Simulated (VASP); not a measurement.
# CdTe (Fm-3m) in VASP: a series of runs

Runs on CdTe. Level: r2SCAN. Tasks: electric field gradients.

All numbers are computed with VASP 6.6.1; they aren't measurements. Logs are shortened: lines on timing, memory, paths and dates and some standing lists are left out, and cuts for length are marked.

**1. The cell of the first run**

The structure is cubic, space group Fm-3m (No. 225). The conventional cell has a = 6.009 Å, b = 6.009 Å, c = 6.009 Å, α = 90.00°, β = 90.00°, γ = 90.00°. Cd (site symmetry m-3m) has 6 Te at 3.00 Å within 4.0 Å. Within 4.0 Å of Te (site symmetry m-3m) lie 6 Cd at 3.00 Å.

**2. Electric field gradients, r2SCAN (27.12 Å³/atom)**

POSCAR reads:

```
CdTe
1.0
    0.0000000000      3.0044960191      3.0044960191
    3.0044960191      0.0000000000      3.0044960191
    3.0044960191      3.0044960191      0.0000000000
Cd Te
1 1
Direct
    0.0000000000      0.0000000000      0.0000000000
    0.5000000000      0.5000000000      0.5000000000
```

INCAR.step1 reads:

```
PREC = Accurate
ENCUT = 520
ISMEAR = -1
SIGMA = 0.03
LREAL = F
LASPH = T
NELM = 80
NBANDS = 16
GGA = PE
ALGO = Normal
EDIFF = 1E-4
LWAVE = T
LCHARG = F
```

INCAR.step2 reads:

```
PREC = Accurate
ENCUT = 520
EDIFF = 1E-8
ISMEAR = -1
SIGMA = 0.03
LREAL = F
LASPH = T
NELM = 80
ALGO = Normal
ISIF = 2
LWAVE = F
LCHARG = F
METAGGA = R2SCAN
LMIXTAU = T
LEFG = T
NBANDS = 16
ISTART = 1
```

KPOINTS reads:

```
Automatic mesh
0
Gamma
  10 10 10
```

Potentials or basis: VASP PAW PBE potentials, release 64 (Cd, Te).

Run with:

```bash
$ cat potpaw_PBE.64/Cd/POTCAR potpaw_PBE.64/Te/POTCAR > POTCAR
$ cp INCAR.step1 INCAR
$ mpirun -np 1 vasp_std > vasp.out
$ cp INCAR.step2 INCAR
$ mpirun -np 1 vasp_std > vasp.out
```

OUTCAR:

```text
PREC = Accurate
   ENCUT = 520
   EDIFF = 1E-8
   ISMEAR = -1
   LREAL = F
   LASPH = T
   NELM = 80
   ISIF = 2
   METAGGA = R2SCAN
   ISTART = 1

 ion  position               nearest neighbor table
   1  0.000  0.000  0.000-   2 3.00   2 3.00   2 3.00   2 3.00   2 3.00   2 3.00
   2  0.500  0.500  0.500-   1 3.00   1 3.00   1 3.00   1 3.00   1 3.00   1 3.00

  LATTYP: Found a face centered cubic cell.
 ALAT       =     6.0089920382

  Lattice vectors:

 A1 = (   0.0000000000,   3.0044960191,   3.0044960191)
 A2 = (   3.0044960191,   0.0000000000,   3.0044960191)
 A3 = (   3.0044960191,   3.0044960191,   0.0000000000)

Analysis of symmetry for initial positions (statically):
=====================================================================
 Subroutine PRICEL returns:
 Original cell was already a primitive cell.

 Routine SETGRP: Setting up the symmetry group for a
 face centered cubic supercell.

 Subroutine GETGRP returns: Found 48 space group operations
 (whereof 48 operations were pure point group operations)
 out of a pool of 48 trial point group operations.

The static configuration has the point symmetry O_h .

Analysis of symmetry for dynamics (positions and initial velocities):
=====================================================================
 Subroutine PRICEL returns:
 Original cell was already a primitive cell.

 Routine SETGRP: Setting up the symmetry group for a
 face centered cubic supercell.

 Subroutine GETGRP returns: Found 48 space group operations
 (whereof 48 operations were pure point group operations)
 out of a pool of 48 trial point group operations.

The dynamic configuration has the point symmetry O_h .

 Subroutine INISYM returns: Found 48 space group operations
 (whereof 48 operations are pure point group operations),
 and found     1 'primitive' translations

----------------------------------------------------------------------------------------

                                     Primitive cell

  volume of cell :      54.2431

  direct lattice vectors                    reciprocal lattice vectors
     0.000000000  3.004496019  3.004496019    -0.166417262  0.166417262  0.166417262
     3.004496019  0.000000000  3.004496019     0.166417262 -0.166417262  0.166417262
     3.004496019  3.004496019  0.000000000     0.166417262  0.166417262 -0.166417262

  length of vectors
     4.248999018  4.248999018  4.248999018     0.288243152  0.288243152  0.288243152

  position of ions in fractional coordinates (direct lattice)
     0.000000000  0.000000000  0.000000000
     0.500000000  0.500000000  0.500000000

  ion indices of the primitive-cell ions
   primitive index   ion index
                 1           1
                 2           2

----------------------------------------------------------------------------------------

 KPOINTS: Automatic mesh

Automatic generation of k-mesh.
 Grid dimensions read from file:
 generate k-points for:   10   10   10

 Generating k-lattice:

  Cartesian coordinates                     Fractional coordinates (reciprocal lattice)
    -0.016641726  0.016641726  0.016641726     0.100000000  0.000000000  0.000000000
     0.016641726 -0.016641726  0.016641726     0.000000000  0.100000000  0.000000000
     0.016641726  0.016641726 -0.016641726     0.000000000  0.000000000  0.100000000

  Length of vectors
     0.028824315  0.028824315  0.028824315

  Shift w.r.t. Gamma in fractional coordinates (k-lattice)
     0.000000000  0.000000000  0.000000000

 Subroutine IBZKPT returns following result:
 ===========================================

 Found     47 irreducible k-points:

 Following reciprocal coordinates:
            Coordinates               Weight
  0.000000  0.000000  0.000000      1.000000
  0.100000  0.000000  0.000000      8.000000
  0.200000  0.000000  0.000000      8.000000
  0.300000  0.000000  0.000000      8.000000
  0.400000  0.000000  0.000000      8.000000
  0.500000  0.000000  0.000000      4.000000
[... 16 lines left out ...]
  0.300000  0.300000  0.000000      6.000000
  0.400000  0.300000  0.000000     24.000000
 [... further k-points ...]
   k-points           NKPTS =     47   k-points in BZ     NKDIM =     47   number of bands    NBANDS=     16
   number of dos      NEDOS =    301   number of ions     NIONS =      2
   total plane-waves  NPLWV =  32768
   dimension x,y,z NGX =    32 NGY =   32 NGZ =   32
   dimension x,y,z NGXF=    64 NGYF=   64 NGZF=   64
   ions per type =               1   1
   NGX,Y,Z   is equivalent  to a cutoff of  12.52, 12.52, 12.52 a.u.
   NGXF,Y,Z  is equivalent  to a cutoff of  25.04, 25.04, 25.04 a.u.
 SYSTEM =  unknown system
   PREC   = accura    normal or accurate (medium, high low for compatibility)
   ISTART =      1    job   : 0-new  1-cont  2-samecut
   ICHARG =      0    charge: 1-file 2-atom 10-const
   ISPIN  =      1    spin polarized calculation?
   LNONCOLLINEAR =      F non collinear calculations
   LSORBIT =      F    spin-orbit coupling
   LASPH  =      T    aspherical Exc in radial PAW
   ENCUT  =  520.0 eV  38.22 Ry    6.18 a.u.   7.90  7.90  7.90*2*pi/ulx,y,z
   NELM   =     80;   NELMIN=  2; NELMDL=  0     # of ELM steps
   EDIFF  = 0.1E-07   stopping-criterion for ELM
   LREAL  =      F    real-space projection
   EDIFFG = 0.1E-06   stopping-criterion for IOM
   NSW    =      0    number of steps for IOM
   IBRION =     -1    ionic relax: 0-MD 1-quasi-New 2-CG
   NFREE  =      0    steps in history (QN), initial steepest desc. (CG)
   ISIF   =      2    stress and relaxation
   ISYM   =      2    0-nonsym 1-usesym 2-fastsym
   POTIM  = 0.5000    time-step for ionic-motion
   TEBEG  =    0.0;   TEEND  =   0.0 temperature during run
   PSTRESS=    0.0 pullay stress
   NELECT =      18.0000    total number of electrons
   NUPDOWN=      -1.0000    fix difference up-down
   EMIN   =  10.00;   EMAX   =-10.00  energy-range for DOS
   EFERMI =   0.00;   METHOD = LEGACY
   ISMEAR =    -1;   SIGMA  =   0.03  broadening in eV -4-tet -1-fermi 0-gaus
   EFERMI_NEDOS =   21; number of points for ismear=-14 and -15
   IALGO  =     38    algorithm
   IMIX   =      4    mixing-type and parameters
     AMIX     =   0.40;   BMIX     =  1.00
     AMIX_MAG =   1.60;   BMIX_MAG =  1.00
  volume/ion in A,a.u.               =      27.12       183.03
  Fermi-wavevector in a.u.,A,eV,Ry     =   1.133402  2.141820 17.478050  1.284600
  Thomas-Fermi vector in A             =   2.270105
   LORBIT       =      0    0 simple, 1 ext, 2 COOP (PROOUT), +10 PAW based schemes
   METAGGA = R2SCAN    functional components
   LHFCALC =     F    Hartree Fock is set to
   AEXX    =    0.0000 exact exchange contribution
   IVDW    =     0    specifies the selected vdW correction
   LEPSILON=     F    determine dielectric tensor
   LRPA    =     F    only Hartree local field effects (RPA)
 non-spin polarized calculation
  energy-cutoff  :      520.00
  volume of cell :       54.24
 maximum number of plane-waves:      1476
   NGX = 15   NGY = 15   NGZ = 15

 number of electron      17.9999992 magnetization

 Free energy of the ion-electron system (eV)
  ---------------------------------------------------
  ext. energy  EPLUGINS =         0.00000000
  ---------------------------------------------------
  free energy    TOTEN  =       -46.29213415 eV

  energy without entropy =      -46.28967760  energy(sigma->0) =      -46.29090588

 E-fermi :   4.2600     XC(G=0): -10.4450

 val. band max:        4.2240370588   @ k =  -0.2000   0.1000   0.0000
 cond. band min:       4.2793461109   @ k =  -0.3000   0.1000   0.0000
 fundamental gap:      0.0553090522
 Fermi energy:         4.2600410392

 k-point     1 :       0.0000    0.0000    0.0000
  band No.  band energies     occupation
      1      -8.0217      2.00000
      2      -4.5053      2.00000
      3      -4.5053      2.00000
      4      -4.4570      2.00000
      5      -4.4569      2.00000
      6      -4.4569      2.00000
[... 8 lines left out ...]
     15      12.7605      0.00000
     16      12.7605      0.00000

 k-point     2 :       0.1000    0.0000    0.0000
  band No.  band energies     occupation
      1      -7.9312      2.00000
      2      -4.5214      2.00000
      3      -4.5214      2.00000
      4      -4.4609      2.00000
      5      -4.4499      2.00000
      6      -4.4499      2.00000
[... 8 lines left out ...]
     15      12.3668      0.00000
     16      12.6082      0.00000

 k-point     3 :       0.2000    0.0000    0.0000
  band No.  band energies     occupation
      1      -7.6737      2.00000
      2      -4.5668      2.00000
      3      -4.5668      2.00000
      4      -4.4738      2.00000
      5      -4.4273      2.00000
      6      -4.4273      2.00000
[... 8 lines left out ...]
     15      12.8415      0.00000
     16      12.8415      0.00000

 k-point     4 :       0.3000    0.0000    0.0000
  band No.  band energies     occupation
      1      -7.3005      2.00000
      2      -4.6237      2.00000
      3      -4.6237      2.00000
      4      -4.4982      2.00000
      5      -4.3975      2.00000
      6      -4.3975      2.00000
[... 8 lines left out ...]
     15      13.8037      0.00000
     16      13.8037      0.00000
[... 324 lines left out ...]
 k-point    22 :      -0.2000    0.2000    0.0000
  band No.  band energies     occupation
      1      -7.2355      2.00000
      2      -4.6493      2.00000
      3      -4.5668      2.00000
      4      -4.4724      2.00000
      5      -4.4060      2.00000
      6      -4.3542      2.00000
[... 8 lines left out ...]
     15      14.5097      0.00000
     16      16.2071      0.00000

 k-point    23 :       0.3000    0.3000    0.0000
  band No.  band energies     occupation
      1      -7.2912      2.00000
      2      -4.5047      2.00000
      3      -4.4682      2.00000
      4      -4.3980      2.00000
      5      -4.3784      2.00000
      6      -4.3784      2.00000
[... 8 lines left out ...]
     15      15.8033      0.00000
     16      16.8257      0.00000

 k-point    24 :       0.4000    0.3000    0.0000
  band No.  band energies     occupation
      1      -7.1500      2.00000
      2      -4.5103      2.00000
      3      -4.4849      2.00000
      4      -4.3740      2.00000
      5      -4.3525      2.00000
      6      -4.1689      2.00000
[... 8 lines left out ...]
     15      16.6413      0.00000
     16      17.2303      0.00000

 [... further k-points ...]

------------------------ aborting loop because EDIFF is reached ----------------------------------------

  FORCE on cell =-STRESS in cart. coord.  units (eV):
  Direction    XX          YY          ZZ          XY          YZ          ZX
  --------------------------------------------------------------------------------------
  -------------------------------------------------------------------------------------
  Total        0.7939118      0.7939118      0.7939118     -0.0000000     -0.0000000      0.0000000
  in kB       23.4497366     23.4497366     23.4497366     -0.0000000     -0.0000000      0.0000000
  external PRESSURE =      23.4497366 kB  Pullay stress =       0.0000000 kB

 VOLUME and BASIS-vectors are now :
 -----------------------------------------------------------------------------
  energy-cutoff  :      520.00
  volume of cell :       54.24
      direct lattice vectors                 reciprocal lattice vectors
     0.000000000  3.004496019  3.004496019    -0.166417262  0.166417262  0.166417262
     3.004496019  0.000000000  3.004496019     0.166417262 -0.166417262  0.166417262
     3.004496019  3.004496019  0.000000000     0.166417262  0.166417262 -0.166417262

 POSITION                                       TOTAL-FORCE (eV/Angst)
 -----------------------------------------------------------------------------------
      0.00000      0.00000      0.00000         0.000000     -0.000000      0.000000
      3.00450      3.00450      3.00450         0.000000      0.000000     -0.000000
 -----------------------------------------------------------------------------------
    total drift:                                0.000000     -0.000000     -0.000000

  FREE ENERGIE OF THE ION-ELECTRON SYSTEM (eV)
  ---------------------------------------------------
  free  energy   TOTEN  =       -46.2921341508 eV

  energy  without entropy=      -46.2896776049  energy(sigma->0) =      -46.29090588

 Electric field gradients (V/A^2)
---------------------------------------------------------------------
 ion       V_xx      V_yy      V_zz      V_xy      V_xz      V_yz
---------------------------------------------------------------------
   1      -0.000     0.000     0.000    -0.000    -0.000    -0.000
   2      -0.000    -0.000     0.000     0.000     0.000     0.000
---------------------------------------------------------------------

 Electric field gradients after diagonalization (V/A^2)
 (convention: |V_zz| > |V_xx| > |V_yy|)
----------------------------------------------------------------------
 ion       V_xx      V_yy      V_zz     asymmetry (V_yy - V_xx)/ V_zz
----------------------------------------------------------------------
   1       0.000     0.000    -0.001       0.000
   2      -0.000    -0.000     0.000       0.000
----------------------------------------------------------------------

           NMR quadrupolar parameters

 Cq : quadrupolar parameter    Cq=e*Q*V_zz/h
 eta: asymmetry parameters     (V_yy - V_xx)/ V_zz
 Q  : nuclear electric quadrupole moment in mb (millibarn)
----------------------------------------------------------------------
 ion       Cq(MHz)       eta       Q (mb)
----------------------------------------------------------------------
   1      -0.000       0.000       1.000
   2       0.000       0.000       1.000
----------------------------------------------------------------------
```

Run time: 1.7 min. Hardware: 1 thread of Intel Xeon Platinum 8488C (Sapphire Rapids), shared host; peak memory 0.2 GiB.

What came out:

```yaml
Free_energy: -46.2921 eV
Pressure: 2.3 GPa
Band_gap_on_the_k_mesh: zero (bands 9 and 10 overlap by 1.06 eV)
Largest_electric_field_gradient_by_atom: under 0.05 V/Å² on every atom
```

Caveat: the PAW data sets were made with another functional, which shifts forces and pressure a little; spin-orbit coupling is left out, which moves the levels of the heavy elements.

**3. Electric field gradients, r2SCAN (27.97 Å³/atom)**

This run uses another cell than the first one, of 27.97 Å³/atom.

POSCAR reads:

```
CdTe
1.0
    0.0000000000      3.0355864881      3.0355864881
    3.0355864881      0.0000000000      3.0355864881
    3.0355864881      3.0355864881      0.0000000000
Cd Te
1 1
Direct
    0.0000000000      0.0000000000      0.0000000000
    0.5000000000      0.5000000000      0.5000000000
```

INCAR.step1 reads:

```
PREC = Accurate ; ENCUT = 520
ISMEAR = -1 ; SIGMA = 0.03
LREAL = False ; LASPH = True
NELM = 100 ; NBANDS = 16
GGA = PE ; ALGO = Normal
EDIFF = 1E-4 ; LWAVE = True
LCHARG = False
```

INCAR.step2 reads:

```
PREC = Accurate ; ENCUT = 520
EDIFF = 1E-8 ; ISMEAR = -1
SIGMA = 0.03 ; LREAL = False
LASPH = True ; NELM = 100
ALGO = Normal ; ISIF = 2
LWAVE = False ; LCHARG = False
METAGGA = R2SCAN ; LMIXTAU = True
LEFG = True ; NBANDS = 16
ISTART = 1
```

KPOINTS reads:

```
regular mesh
0
Gamma
  10 10 10
```

Potentials or basis: VASP PAW PBE potentials, release 64 (Cd, Te).

Run with:

```bash
$ cat potpaw_PBE.64/Cd/POTCAR potpaw_PBE.64/Te/POTCAR > POTCAR
$ cp INCAR.step1 INCAR
$ mpirun -np 1 vasp_std > vasp.out
$ cp INCAR.step2 INCAR
$ mpirun -np 1 vasp_std > vasp.out
```

OUTCAR:

```text
PREC = Accurate
   ENCUT = 520
   EDIFF = 1E-8
   ISMEAR = -1
   LREAL = False
   LASPH = True
   NELM = 100
   ISIF = 2
   METAGGA = R2SCAN
   ISTART = 1

 ion  position               nearest neighbor table
   1  0.000  0.000  0.000-   2 3.04   2 3.04   2 3.04   2 3.04   2 3.04   2 3.04
   2  0.500  0.500  0.500-   1 3.04   1 3.04   1 3.04   1 3.04   1 3.04   1 3.04

  LATTYP: Found a face centered cubic cell.
 ALAT       =     6.0711729762

  Lattice vectors:

 A1 = (   0.0000000000,   3.0355864881,   3.0355864881)
 A2 = (   3.0355864881,   0.0000000000,   3.0355864881)
 A3 = (   3.0355864881,   3.0355864881,   0.0000000000)

Analysis of symmetry for initial positions (statically):
[... 665 lines left out ...]
  free  energy   TOTEN  =       -46.3070237453 eV

  energy  without entropy=      -46.3044626861  energy(sigma->0) =      -46.30574322

 Electric field gradients (V/A^2)
---------------------------------------------------------------------
 ion       V_xx      V_yy      V_zz      V_xy      V_xz      V_yz
---------------------------------------------------------------------
   1       0.000     0.000     0.000    -0.001    -0.001    -0.001
   2       0.000    -0.000    -0.000     0.000     0.000     0.000
---------------------------------------------------------------------

 Electric field gradients after diagonalization (V/A^2)
 (convention: |V_zz| > |V_xx| > |V_yy|)
----------------------------------------------------------------------
 ion       V_xx      V_yy      V_zz     asymmetry (V_yy - V_xx)/ V_zz
----------------------------------------------------------------------
   1       0.001     0.001    -0.003       0.000
   2      -0.000    -0.000     0.000       0.000
----------------------------------------------------------------------

           NMR quadrupolar parameters

 Cq : quadrupolar parameter    Cq=e*Q*V_zz/h
 eta: asymmetry parameters     (V_yy - V_xx)/ V_zz
 Q  : nuclear electric quadrupole moment in mb (millibarn)
----------------------------------------------------------------------
 ion       Cq(MHz)       eta       Q (mb)
----------------------------------------------------------------------
   1      -0.000       0.000       1.000
   2       0.000       0.000       1.000
----------------------------------------------------------------------
```

OUTCAR.step1:

```text
PREC = Accurate
   ENCUT = 520
   ISMEAR = -1
   LREAL = False
   LASPH = True
[... 676 lines left out ...]
      0.00000      0.00000      0.00000         0.000000     -0.000000      0.000000
      3.03559      3.03559      3.03559        -0.000000      0.000000     -0.000000
 -----------------------------------------------------------------------------------
    total drift:                                0.000000     -0.000000     -0.000000

  FREE ENERGIE OF THE ION-ELECTRON SYSTEM (eV)
  ---------------------------------------------------
  free  energy   TOTEN  =        -4.4466447819 eV

  energy  without entropy=       -4.4434658450  energy(sigma->0) =       -4.44505531
```

It took 96 s on 1 thread of Intel Xeon Platinum 8488C (Sapphire Rapids), shared host; peak memory 0.21 GiB.

What came out:

- Free energy: -46.3070 eV
- Pressure: 0.5 GPa
- Band gap on the k mesh: zero (bands 9 and 10 overlap by 1.03 eV)
- Largest electric field gradient by atom: under 0.05 V/Å² on every atom

Caveat: the PAW data sets were made with another functional, which shifts forces and pressure a little; spin-orbit coupling is left out, which moves the levels of the heavy elements.

(Part 1 of 3 ends here.)

The gap in the log of VASP goes by the Fermi energy; the results here count the filled bands.